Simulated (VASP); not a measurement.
# Ga2SeS3 (P4/mmm) in VASP: single point with PBE

Aim: the single point of Ga2SeS3 with PBE.

Everything below comes from runs of VASP 6.6.1. Logs are shortened: lines on timing, memory, paths and dates and some standing lists are left out, and cuts for length are marked.

### 1 The cell of the first run

The structure is tetragonal, space group P4/mmm (No. 123). The conventional cell has a = 3.464 Å, b = 3.464 Å, c = 10.617 Å, α = 90.00°, β = 90.00°, γ = 90.00°. Within 3.9 Å of Ga (site symmetry 4mm) lie 8 S at 2.97 to 2.99 Å and 5 Ga at 3.41 to 3.46 Å and 1 Se at 3.60 Å. Within 4.1 Å of Se (site symmetry 4/mmm) lie 8 S at 3.12 Å and 4 Se at 3.46 Å and 2 Ga at 3.60 Å. Within 3.9 Å of S (site symmetry 4mm) lie 4 Ga at 2.97 Å and 4 Se at 3.12 Å and 6 S at 3.38 to 3.86 Å. S (site symmetry 4/mmm) has 8 Ga at 2.99 Å and 6 S at 3.38 to 3.46 Å within 3.9 Å.

### 2 Single point, PBE

INCAR

```
SYSTEM = Ga2SeS3
ALGO = Normal
EDIFF = 1E-6
ENCUT = 520
GGA = PE
ISIF = 2
ISMEAR = 0
LASPH = .TRUE.
LCHARG = .FALSE.
LREAL = .FALSE.
LWAVE = .FALSE.
NBANDS = 34
NELM = 60
PREC = Accurate
SIGMA = 0.1
```

KPOINTS

```
k-points
0
G
  6 6 2
  0 0 0
```

POSCAR

```
Ga2SeS3
1.0
    3.4638477100      0.0000000000      0.0000000000
    0.0000000000      3.4638477100      0.0000000000
    0.0000000000      0.0000000000     10.6168061100
Ga Se S
2 1 3
Direct
    0.0000000000      0.0000000000      0.3392778000
    0.0000000000      0.0000000000      0.6607222000
    0.0000000000      0.0000000000      0.0000000000
    0.5000000000      0.5000000000      0.1817286000
    0.5000000000      0.5000000000      0.5000000000
    0.5000000000      0.5000000000      0.8182714000
```

Potentials or basis: VASP PAW PBE potentials, release 64 (Ga_d, Se, S).

Launch:

```console
$ cat potpaw_PBE.64/Ga_d/POTCAR potpaw_PBE.64/Se/POTCAR potpaw_PBE.64/S/POTCAR > POTCAR
$ mpirun -np 1 vasp_std > vasp.out
```

OUTCAR:

```text
SYSTEM = Ga2SeS3
   EDIFF = 1E-6
   ENCUT = 520
   GGA = PE
   ISIF = 2
   ISMEAR = 0
   LASPH = .TRUE.
   LREAL = .FALSE.
   NELM = 60
   PREC = Accurate

 ion  position               nearest neighbor table
   1  0.000  0.000  0.339-
   2  0.000  0.000  0.661-
   3  0.000  0.000  0.000-
   4  0.500  0.500  0.182-
   5  0.500  0.500  0.500-
   6  0.500  0.500  0.818-

  LATTYP: Found a simple tetragonal cell.
 ALAT       =     3.4638477100
 C/A-ratio  =     3.0650325877

  Lattice vectors:

 A1 = (   3.4638477100,   0.0000000000,   0.0000000000)
 A2 = (   0.0000000000,   3.4638477100,   0.0000000000)
 A3 = (   0.0000000000,   0.0000000000,  10.6168061100)

Analysis of symmetry for initial positions (statically):
=====================================================================
 Subroutine PRICEL returns:
 Original cell was already a primitive cell.

 Routine SETGRP: Setting up the symmetry group for a
 simple tetragonal supercell.

 Subroutine GETGRP returns: Found 16 space group operations
 (whereof 16 operations were pure point group operations)
 out of a pool of 16 trial point group operations.

The static configuration has the point symmetry D_4h.

Analysis of symmetry for dynamics (positions and initial velocities):
=====================================================================
 Subroutine PRICEL returns:
 Original cell was already a primitive cell.

 Routine SETGRP: Setting up the symmetry group for a
 simple tetragonal supercell.

 Subroutine GETGRP returns: Found 16 space group operations
 (whereof 16 operations were pure point group operations)
 out of a pool of 16 trial point group operations.

The dynamic configuration has the point symmetry D_4h.

 Subroutine INISYM returns: Found 16 space group operations
 (whereof 16 operations are pure point group operations),
 and found     1 'primitive' translations

----------------------------------------------------------------------------------------

                                     Primitive cell

  volume of cell :     127.3830

  direct lattice vectors                    reciprocal lattice vectors
     3.463847710  0.000000000  0.000000000     0.288696295  0.000000000  0.000000000
     0.000000000  3.463847710  0.000000000     0.000000000  0.288696295  0.000000000
     0.000000000  0.000000000 10.616806110     0.000000000  0.000000000  0.094190286

  length of vectors
     3.463847710  3.463847710 10.616806110     0.288696295  0.288696295  0.094190286

  position of ions in fractional coordinates (direct lattice)
     0.000000000  0.000000000  0.339277800
     0.000000000  0.000000000  0.660722200
     0.000000000  0.000000000  0.000000000
     0.500000000  0.500000000  0.181728600
     0.500000000  0.500000000  0.500000000
     0.500000000  0.500000000  0.818271400

  ion indices of the primitive-cell ions
   primitive index   ion index
                 1           1
                 2           2
                 3           3
                 4           4
                 5           5
                 6           6

----------------------------------------------------------------------------------------

 KPOINTS: k-points

Automatic generation of k-mesh.
 Grid dimensions read from file:
 generate k-points for:    6    6    2

 Generating k-lattice:

  Cartesian coordinates                     Fractional coordinates (reciprocal lattice)
     0.048116049  0.000000000  0.000000000     0.166666667  0.000000000  0.000000000
     0.000000000  0.048116049  0.000000000     0.000000000  0.166666667  0.000000000
     0.000000000  0.000000000  0.047095143     0.000000000  0.000000000  0.500000000

  Length of vectors
     0.048116049  0.048116049  0.047095143

  Shift w.r.t. Gamma in fractional coordinates (k-lattice)
     0.000000000  0.000000000  0.000000000

 Subroutine IBZKPT returns following result:
 ===========================================

 Found     20 irreducible k-points:

 Following reciprocal coordinates:
            Coordinates               Weight
  0.000000  0.000000  0.000000      1.000000
  0.166667  0.000000  0.000000      4.000000
  0.333333  0.000000  0.000000      4.000000
  0.500000  0.000000  0.000000      2.000000
  0.166667  0.166667  0.000000      4.000000
  0.333333  0.166667  0.000000      8.000000
[... 12 lines left out ...]
  0.500000  0.333333  0.500000      4.000000
  0.500000  0.500000  0.500000      1.000000
   k-points           NKPTS =     20   k-points in BZ     NKDIM =     20   number of bands    NBANDS=     34
   number of dos      NEDOS =    301   number of ions     NIONS =      6
   total plane-waves  NPLWV =  62720
   dimension x,y,z NGX =    28 NGY =   28 NGZ =   80
   dimension x,y,z NGXF=    56 NGYF=   56 NGZF=  160
   ions per type =               2   1   3
   NGX,Y,Z   is equivalent  to a cutoff of  13.44, 13.44, 12.53 a.u.
   NGXF,Y,Z  is equivalent  to a cutoff of  26.88, 26.88, 25.05 a.u.
 SYSTEM =  Ga2SeS3
   PREC   = accura    normal or accurate (medium, high low for compatibility)
   ISTART =      0    job   : 0-new  1-cont  2-samecut
   ICHARG =      2    charge: 1-file 2-atom 10-const
   ISPIN  =      1    spin polarized calculation?
   LNONCOLLINEAR =      F non collinear calculations
   LSORBIT =      F    spin-orbit coupling
   LASPH  =      T    aspherical Exc in radial PAW
   ENCUT  =  520.0 eV  38.22 Ry    6.18 a.u.   6.44  6.44 19.74*2*pi/ulx,y,z
   NELM   =     60;   NELMIN=  2; NELMDL= -5     # of ELM steps
   EDIFF  = 0.1E-05   stopping-criterion for ELM
   LREAL  =      F    real-space projection
   EDIFFG = 0.1E-04   stopping-criterion for IOM
   NSW    =      0    number of steps for IOM
   IBRION =     -1    ionic relax: 0-MD 1-quasi-New 2-CG
   NFREE  =      0    steps in history (QN), initial steepest desc. (CG)
   ISIF   =      2    stress and relaxation
   ISYM   =      2    0-nonsym 1-usesym 2-fastsym
   POTIM  = 0.5000    time-step for ionic-motion
   TEBEG  =    0.0;   TEEND  =   0.0 temperature during run
   PSTRESS=    0.0 pullay stress
   NELECT =      50.0000    total number of electrons
   NUPDOWN=      -1.0000    fix difference up-down
   EMIN   =  10.00;   EMAX   =-10.00  energy-range for DOS
   EFERMI =   0.00;   METHOD = LEGACY
   ISMEAR =     0;   SIGMA  =   0.10  broadening in eV -4-tet -1-fermi 0-gaus
   EFERMI_NEDOS =   21; number of points for ismear=-14 and -15
   IALGO  =     38    algorithm
   IMIX   =      4    mixing-type and parameters
     AMIX     =   0.40;   BMIX     =  1.00
     AMIX_MAG =   1.60;   BMIX_MAG =  1.00
  volume/ion in A,a.u.               =      21.23       143.27
  Fermi-wavevector in a.u.,A,eV,Ry     =   1.198655  2.265130 19.548507  1.436775
  Thomas-Fermi vector in A             =   2.334539
   LORBIT       =      0    0 simple, 1 ext, 2 COOP (PROOUT), +10 PAW based schemes
   GGA     = PE    functional components
   LHFCALC =     F    Hartree Fock is set to
   AEXX    =    0.0000 exact exchange contribution
   IVDW    =     0    specifies the selected vdW correction
   LEPSILON=     F    determine dielectric tensor
   LRPA    =     F    only Hartree local field effects (RPA)
 non-spin polarized calculation
 Gauss-broadening in eV      SIGMA  =   0.10
  energy-cutoff  :      520.00
  volume of cell :      127.38
 maximum number of plane-waves:      3479
 NGX is ok and might be reduce to    28
   NGX = 13   NGY = 13   NGZ = 39

 number of electron      49.9999987 magnetization

 Free energy of the ion-electron system (eV)
  ---------------------------------------------------
  ext. energy  EPLUGINS =         0.00000000
  ---------------------------------------------------
  free energy    TOTEN  =       -19.26362956 eV

  energy without entropy =      -19.23734190  energy(sigma->0) =      -19.25048573

 E-fermi :   3.9381     XC(G=0): -10.0692

 val. band max:        3.9234270980   @ k =   0.3333   0.0000   0.5000
 cond. band min:       3.9440504331   @ k =   0.5000   0.5000   0.0000
 fundamental gap:      0.0206233351
 Fermi energy:         3.9381219800

 k-point     1 :       0.0000    0.0000    0.0000
  band No.  band energies     occupation
      1     -10.4569      2.00000
      2     -10.4539      2.00000
      3     -10.4501      2.00000
      4     -10.4153      2.00000
      5     -10.4061      2.00000
      6     -10.4061      2.00000
[... 26 lines left out ...]
     33       9.9592      0.00000
     34      10.3644      0.00000

 k-point     2 :       0.1667    0.0000    0.0000
  band No.  band energies     occupation
      1     -10.4511      2.00000
      2     -10.4439      2.00000
      3     -10.4389      2.00000
      4     -10.4310      2.00000
      5     -10.4077      2.00000
      6     -10.4047      2.00000
[... 26 lines left out ...]
     33      10.1474      0.00000
     34      10.4558      0.00000

 k-point     3 :       0.3333    0.0000    0.0000
  band No.  band energies     occupation
      1     -10.4713      2.00000
      2     -10.4474      2.00000
      3     -10.4322      2.00000
      4     -10.4278      2.00000
      5     -10.4087      2.00000
      6     -10.4026      2.00000
[... 26 lines left out ...]
     33      10.1684      0.00000
     34      10.4628      0.00000
[... 556 lines left out ...]
 k-point    19 :       0.5000    0.3333    0.5000
  band No.  band energies     occupation
      1     -10.4783      2.00000
      2     -10.4524      2.00000
      3     -10.4482      2.00000
      4     -10.4281      2.00000
      5     -10.4186      2.00000
      6     -10.4161      2.00000
[... 26 lines left out ...]
     33       8.9446      0.00000
     34       9.4392      0.00000

 k-point    20 :       0.5000    0.5000    0.5000
  band No.  band energies     occupation
      1     -10.4972      2.00000
      2     -10.4643      2.00000
      3     -10.4371      2.00000
      4     -10.4371      2.00000
      5     -10.4149      2.00000
      6     -10.4149      2.00000
[... 26 lines left out ...]
     33       8.1462      0.00000
     34       8.4556      0.00000

------------------------ aborting loop because EDIFF is reached ----------------------------------------

  FORCE on cell =-STRESS in cart. coord.  units (eV):
  Direction    XX          YY          ZZ          XY          YZ          ZX
  --------------------------------------------------------------------------------------
  -------------------------------------------------------------------------------------
  Total       -6.3179380     -6.3179380     -6.9205887      0.0000000      0.0000000      0.0000000
  in kB      -79.4647415    -79.4647415    -87.0446648      0.0000000      0.0000000      0.0000000
  external PRESSURE =     -81.9913826 kB  Pullay stress =       0.0000000 kB

 VOLUME and BASIS-vectors are now :
 -----------------------------------------------------------------------------
  energy-cutoff  :      520.00
  volume of cell :      127.38
      direct lattice vectors                 reciprocal lattice vectors
     3.463847710  0.000000000  0.000000000     0.288696295  0.000000000  0.000000000
     0.000000000  3.463847710  0.000000000     0.000000000  0.288696295  0.000000000
     0.000000000  0.000000000 10.616806110     0.000000000  0.000000000  0.094190286

 POSITION                                       TOTAL-FORCE (eV/Angst)
 -----------------------------------------------------------------------------------
      0.00000      0.00000      3.60205        -0.000000      0.000000     -0.174632
      0.00000      0.00000      7.01476         0.000000     -0.000000      0.174632
      0.00000      0.00000      0.00000         0.000000     -0.000000     -0.000000
      1.73192      1.73192      1.92938         0.000000     -0.000000     -0.157212
      1.73192      1.73192      5.30840         0.000000     -0.000000     -0.000000
      1.73192      1.73192      8.68743         0.000000      0.000000      0.157212
 -----------------------------------------------------------------------------------
    total drift:                               -0.000000      0.000000      0.000000

  FREE ENERGIE OF THE ION-ELECTRON SYSTEM (eV)
  ---------------------------------------------------
  free  energy   TOTEN  =       -19.2636295556 eV

  energy  without entropy=      -19.2373419025  energy(sigma->0) =      -19.25048573
```

Run time: 37 s. Hardware: 1 thread of Intel Xeon 6975P-C (Granite Rapids), shared host; peak memory 0.27 GiB.

Results:

```yaml
Free_energy: -19.2636 eV
Pressure: -8.2 GPa
Largest_force: 0.175 eV/Å
Band_gap_on_the_k_mesh: zero (band 25 reaches 4.58 eV, above the bottom of band 26 at 2.58 eV)
```

Forces on the atoms (eV/Å):
```
Ga   0.000  0.000 -0.175
Ga   0.000  0.000  0.175
Se   0.000  0.000  0.000
S    0.000  0.000 -0.157
S    0.000  0.000  0.000
S    0.000  0.000  0.157
```

Stress tensor (GPa, compression positive):
```
-7.95  0.00  0.00
 0.00 -7.95  0.00
 0.00  0.00 -8.70
```
